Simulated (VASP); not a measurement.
NaCl, 2 atoms in the cell. Symmetry: Fm-3m, No. 225, cubic system. The conventional cell has a = 5.620 Å, b = 5.620 Å, c = 5.620 Å, α = 90.00°, β = 90.00°, γ = 90.00°. Na (site symmetry m-3m) has 6 Cl at 2.81 Å within 3.7 Å. Within 3.7 Å of Cl (site symmetry m-3m) lie 6 Na at 2.81 Å. 

| Item | Value |
| --- | --- |
| Program | VASP 6.6.1 |
| Task | relaxation of cell and atoms |
| Functional | revPBE |
| Dispersion | D3(BJ) |
| Potentials or basis | VASP PAW PBE potentials, release 64 (Na_pv, Cl) |
| Cutoff | 500 eV |
| k mesh | 6 × 6 × 6 |
| Occupations | gaussian, width 0.01 eV |
| Spin | no spin polarisation |
| Dipole correction | no |
| Further INCAR settings | ALGO = Normal; EDIFF = 1e-07; IBRION = 2; EDIFFG = -0.005; NSW = 80; ISIF = 3 |

Potentials or basis: VASP PAW PBE potentials, release 64 (Na_pv, Cl).

The run is started by

```bash
$ cat potpaw_PBE.64/Na_pv/POTCAR potpaw_PBE.64/Cl/POTCAR > POTCAR
$ mpirun -np 1 vasp_std > vasp.out
```

Hardware: 1 thread of Intel Xeon 8259CL, on a shared host.

Task: Estimate the wall time of this run.

Result: It took 48 s on 1 thread of Intel Xeon 8259CL, with other jobs on the host, peak memory 0.17 GiB. Counts: scf iterations 33, k points 16, ion steps 3.
